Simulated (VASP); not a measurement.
Input of a VASP 6.6.1 run:

The input INCAR:

```
ALGO     = Fast           # electronic algorithm
EDIFF    = 1E-6           # SCF threshold, eV
ENCUT    = 520            # plane-wave cutoff, eV
GGA      = PS             # functional
ISIF     = 2              # what is computed and relaxed
ISMEAR   = 0              # smearing method
LASPH    = T              # aspherical terms in the spheres
LCHARG   = F              # write CHGCAR
LREAL    = F              # projectors in reciprocal space
LWAVE    = F              # write WAVECAR
NBANDS   = 31             # bands
NELM     = 60             # most SCF steps
PREC     = Accurate       # precision mode
SIGMA    = 0.15           # smearing width, eV
```

File KPOINTS:

```
k-points
0
Gamma
  8 8 6
```

POSCAR

```
TiAl3
1.0
    1.9077740734     -1.9077740734     -4.2769968073
    1.9077740734     -1.9077740734      4.2769968073
   -3.8155481468     -3.8155481468      0.0000000000
Ti Al
2 6
Direct
    0.5001620784      0.5000313636      0.4999666961
   -0.0000760130      0.0000121623      1.0000649294
   -0.0000350271      0.0003947954      0.5000412996
    0.5001190611      0.4997739912      0.9999569357
   -0.0000130417      0.5000319762      0.2502323310
    0.4999022243     -0.0001585456      0.7498448907
    0.4998725104     -0.0001361016      0.2498039583
    0.0000682077      0.5000503585      0.7500889592
```

Potentials or basis: VASP PAW PBE potentials, release 64 (Ti_sv, Al).

Command:

```sh
$ cat potpaw_PBE.64/Ti_sv/POTCAR potpaw_PBE.64/Al/POTCAR > POTCAR
$ mpirun -np 1 vasp_std > vasp.out
```

Predict the band gap on the k mesh.

zero (bands 21 and 22 overlap by 1.73 eV).

What does it give for the largest force?

0.009 eV/Å.

Stress tensor (GPa, compression positive):
```
 0.15 -0.04  0.00
-0.04  0.15  0.00
 0.00  0.00 -0.03
```

Caveat: the PAW data sets were made with another functional, which shifts forces and pressure a little.
